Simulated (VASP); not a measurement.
BN, 2 atoms in the cell. The typed cell holds 2 atoms: a = 2.470 Å, b = 2.470 Å, c = 2.470 Å, α = 60.00°, β = 60.00°, γ = 60.00°. 

- Program: VASP 6.6.1
- Task: single point
- Functional: PBE
- Potentials or basis: VASP PAW PBE potentials, release 64 (B, N)
- Cutoff: 600 eV
- k mesh: 2 × 2 × 2
- Occupations: gaussian, width 0.01 eV
- Spin: no spin polarisation
- Dipole correction: no
- Further INCAR settings: ALGO = Normal; EDIFF = 1e-06; NBANDS = 11

Potentials or basis: VASP PAW PBE potentials, release 64 (B, N).

The run is started by

```sh
$ cat potpaw_PBE.64/B/POTCAR potpaw_PBE.64/N/POTCAR > POTCAR
$ mpirun -np 1 vasp_std > vasp.out
```

Hardware: 1 thread of Intel Xeon 6455B (shared host).

Estimate the wall time of this run.

Wall time 2.9 s on 1 thread of Intel Xeon 6455B (shared host), peak memory 0.12 GiB. Counts: scf iterations 13, k points 8.
